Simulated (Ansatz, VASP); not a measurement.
Two plane-wave programs on H

Contents of INCAR:

```
SYSTEM = H
PREC = Accurate ; ENCUT = 400
EDIFF = 1E-6 ; ISMEAR = 0
SIGMA = 0.01 ; LREAL = .False.
LASPH = .True. ; NELM = 120
ALGO = Normal ; ISIF = 2
LWAVE = .False. ; LCHARG = .True.
GGA = PE ; LELF = .True.
LVHAR = .True. ; NBANDS = 8
GGA_COMPAT = .False. ; NELMDL = -8
```

The input KPOINTS:

```
regular mesh
0
Gamma
  1 1 1
  0 0 0
```

POSCAR

```
H
1.0
    8.0000000000      0.0000000000      0.0000000000
    0.0000000000      8.0000000000      0.0000000000
    0.0000000000      0.0000000000      8.0000000000
H
2
Direct
    0.5000000000      0.5000000000      0.4175000000
    0.5000000000      0.5000000000      0.5825000000
```

Input for Ansatz:

```yaml
crystal:
  lattice:
    - [8.0, 0.0, 0.0]
    - [0.0, 8.0, 0.0]
    - [0.0, 0.0, 8.0]
  atoms:
    - { symbol: H, position: [0.5, 0.5, 0.4175] }
    - { symbol: H, position: [0.5, 0.5, 0.5825] }
scf:
  occupations: { method: fixed }
output:
  forces: true
  stress: false
  eigenvalues: true
hamiltonian:
  xc: pbe
basis:
  ecutwfc: 600
kpoints:
  mp_grid: { grid: [1, 1, 1] }
```

Alike in both runs: task single point; functional PBE; k mesh 1 × 1 × 1; no spin polarisation.

```csv
,VASP,Ansatz
version,VASP 6.6.1,Ansatz 0.2.0
potentials or method,"VASP PAW PBE potentials, release 64 (H), cutoff 400 eV","scalar-relativistic, plane waves, PAW"
occupations,"gaussian, width 0.01 eV",fixed
valence electrons in the cell,2,2
```

```tsv
	VASP	Ansatz	Ansatz less VASP
gap on the k mesh at the Fermi level (eV)	6.02	6.02	0.000
rms of the force components (eV/Å)	2.605	2.609	+0.0040
```

Atom by atom the forces differ by 0.004 eV/Å (rms over components).
